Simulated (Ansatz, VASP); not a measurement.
# Hf3Cl in VASP and in Ansatz

Contents of INCAR:

```
SYSTEM = Hf3Cl
PREC     = Accurate       ! precision mode
ENCUT    = 520            ! plane-wave cutoff, eV
EDIFF    = 1E-6           ! SCF threshold, eV
ISMEAR   = 0              ! smearing method
SIGMA    = 0.1            ! smearing width, eV
LREAL    = .FALSE.        ! projectors in reciprocal space
LASPH    = .TRUE.         ! aspherical terms in the spheres
NELM     = 100            ! most SCF steps
ALGO     = Normal         ! electronic algorithm
ISIF     = 2              ! what is computed and relaxed
LWAVE    = .FALSE.        ! write WAVECAR
LCHARG   = .FALSE.        ! write CHGCAR
GGA      = PE             ! functional
NBANDS   = 26             ! bands
```

Contents of KPOINTS:

```
Automatic mesh
0
G
  4 4 4
  0 0 0
```

Contents of POSCAR:

```
Hf3Cl
1.0
    0.0000000000      3.7363177100      3.7363177100
    3.7363177100      0.0000000000      3.7363177100
    3.7363177100      3.7363177100      0.0000000000
Hf Cl
3 1
Direct
    0.2500000000      0.2500000000      0.2500000000
    0.7500000000      0.7500000000      0.7500000000
    0.5000000000      0.5000000000      0.5000000000
    0.0000000000      0.0000000000      0.0000000000
```

Input for Ansatz:

```yaml
crystal:
  lattice:
    - [0.0, 3.73631771, 3.73631771]
    - [3.73631771, 0.0, 3.73631771]
    - [3.73631771, 3.73631771, 0.0]
  atoms:
    - { symbol: Hf, position: [0.25, 0.25, 0.25] }
    - { symbol: Hf, position: [0.75, 0.75, 0.75] }
    - { symbol: Hf, position: [0.5, 0.5, 0.5] }
    - { symbol: Cl, position: [0.0, 0.0, 0.0] }
basis:
  ecutwfc: 420
kpoints:
  mp_grid: { grid: [4, 4, 4] }
hamiltonian:
  xc: pbe
scf:
  occupations: { method: gaussian, width: 0.1 }
  lower_state_search: "off"
output:
  forces: true
  stress: true
  eigenvalues: true
```

Alike in both runs: task single point; functional PBE; k mesh 4 × 4 × 4; occupations gaussian, width 0.1 eV; no spin polarisation.

```csv
,VASP,Ansatz
version,VASP 6.6.1,Ansatz 0.2.0
potentials or method,"VASP PAW PBE potentials, release 64 (Hf_pv, Cl), cutoff 520 eV","scalar-relativistic, plane waves, PAW"
valence electrons in the cell,37,85
```

```csv
,VASP,Ansatz,Ansatz less VASP
gap on the k mesh at the Fermi level (eV),none,none,-
pressure (GPa),-10.2,-9.9,+0.28
```

A gap of «none» marks a metal or a gap that the smearing closes. The functional is the same, so the differences come from potentials, cutoffs and numerics. VASP's potentials hold 37 valence electrons a cell and Ansatz's 85, so a difference there can come from the potentials and not from the codes.

The k mesh is coarse, so the values compare programs but aren't converged. Spin-orbit coupling is off throughout.
